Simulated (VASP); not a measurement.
Be2Pt: relaxation of cell and atoms with PBE

The system is Be2Pt.

```
CELL_PARAMETERS angstrom
3.87166 0.00000 0.00000
0.00000 3.87166 0.00000
0.00000 0.00000 2.64794
ATOMIC_POSITIONS crystal
Be 0.50000 0.00000 0.00000
Be 0.00000 0.50000 0.00000
Pt 0.00000 0.00000 0.50000
```

| Property | Result |
| --- | --- |
| Program | VASP 6.6.1 |
| Task | relaxation of cell and atoms |
| Functional | PBE |
| Potentials or basis | VASP PAW PBE potentials, release 64 (Be, Pt) |
| Cutoff | 600 eV |
| k mesh | 12 × 12 × 18 |
| Occupations | gaussian, width 0.1 eV |
| Spin | no spin polarisation |
| Dipole correction | no |
| Further INCAR settings | ALGO = Normal; EDIFF = 1e-07; IBRION = 2; EDIFFG = -0.01; NSW = 100; ISIF = 3 |

```yaml
Relaxed_volume: 13.24 Å³/atom
Relaxed_cell: a = 3.874 Å, b = 3.874 Å, c = 2.646 Å, α = 90.00°, β = 90.00°, γ = 90.00°
Space_group_after_relaxing_to_0.1_Å: P4/mmm (No. 123)
Energy_gained_by_relaxing: 0.0 meV/atom
Ionic_steps: 2
Pressure_after_relaxing: 0.0 GPa
Band_gap_on_the_k_mesh: zero (bands 7 and 8 overlap by 5.41 eV)
```

Final structure:
```
CELL_PARAMETERS angstrom
3.87415 0.00000 0.00000
0.00000 3.87415 0.00000
0.00000 0.00000 2.64615
ATOMIC_POSITIONS crystal
Be 0.50000 0.00000 0.00000
Be 0.00000 0.50000 0.00000
Pt 0.00000 0.00000 0.50000
```

Levels at points of the mesh, in eV from the Fermi level:
```tsv
k point	band 4	band 5	band 6	band 7	band 8	band 9	band 10	band 11
(0.00, 0.00, 0.00)	-3.69	-2.37	-2.37	-1.07	-1.07	5.11	6.42	6.61
(0.50, 0.00, 0.00)	-4.43	-4.10	-2.72	-2.35	0.60	3.89	4.95	7.65
(0.50, 0.50, 0.00)	-3.88	-3.85	-3.85	-2.70	-2.70	1.05	9.65	11.72
(0.00, 0.00, 0.50)	-5.22	-3.55	-3.01	1.36	6.11	6.11	6.55	6.87
(0.50, 0.00, 0.50)	-3.29	-2.79	-2.38	-1.52	2.17	2.57	4.94	7.07
(0.50, 0.50, 0.50)	-3.20	-2.21	-1.73	-0.81	-0.81	0.50	4.29	6.30
```

Wall time 110 s on 1 thread of Oxide Virtual Turin-like Processor (shared host), peak memory 0.28 GiB.

Caveat: spin-orbit coupling is left out, which moves the levels of the heavy elements.
